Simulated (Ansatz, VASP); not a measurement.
## Two plane-wave programs on KCl

The input INCAR:

```
PREC = Accurate
ENCUT = 520
EDIFF = 1E-6
ISMEAR = -1
SIGMA = 0.02
LREAL = False
LASPH = True
NELM = 80
ALGO = Normal
ISIF = 2
LWAVE = False
LCHARG = True
GGA = PE
LELF = True
LVHAR = True
NBANDS = 15
```

File KPOINTS:

```
Automatic mesh
0
Gamma
  8 8 8
```

File POSCAR:

```
KCl
1.0
    3.7617301467      0.1365060709      0.1365060709
    0.1365060709      3.7617301467      0.1365060709
    0.1365060709      0.1365060709      3.7617301467
K Cl
1 1
Direct
    0.0000000000      0.0000000000      0.0000000000
    0.5000000000      0.5000000000      0.5000000000
```

Input for Ansatz:

```yaml
crystal:
  lattice:
    - [3.7617301467, 0.1365060709, 0.1365060709]
    - [0.1365060709, 3.7617301467, 0.1365060709]
    - [0.1365060709, 0.1365060709, 3.7617301467]
  atoms:
    - { symbol: K, position: [0.0, 0.0, 0.0] }
    - { symbol: Cl, position: [0.5, 0.5, 0.5] }
kpoints:
  mp_grid: { grid: [8, 8, 8] }
  band_path:
    path:
      - [0.0, 0.0, 0.0]
      - [0.0, 0.5, 0.0]
      - [0.5, 0.5, 0.0]
      - [0.5, 0.5, 0.5]
      - [0.0, 0.5, 0.5]
    npoints: 1
hamiltonian:
  xc: pbe
scf:
  occupations: { method: fermi_dirac, width: 0.02 }
  n_extra_bands: 4
output:
  forces: true
  stress: true
  eigenvalues: true
  write_density: true
  write_potential: true
  elf: true
  volumetric_format: npy
```

Change from the starting cell: epitaxial_111 strain -3.9%.

Alike in both runs: task single point; functional PBE; k mesh 8 × 8 × 8; occupations fermi-dirac, width 0.02 eV; no spin polarisation.

```csv
,VASP,Ansatz
version,VASP 6.6.1,Ansatz 0.2.0
potentials or method,"VASP PAW PBE potentials, release 64 (K_sv, Cl)","plane waves, PAW"
plane-wave cutoff (eV),520,420
valence electrons in the cell,16,16
```

VASP gave:

```
gap on the k mesh at the Fermi level (eV)                     : 5.10
pressure (GPa)                                                : 1.7
traceless stress, the component that is largest in VASP (GPa) : -0.26
```

Question: What did Ansatz give for the same quantities?

Answer: gap on the k mesh at the Fermi level (eV): 5.11; pressure (GPa): 1.7; traceless stress, the component that is largest in VASP (GPa): -0.25.
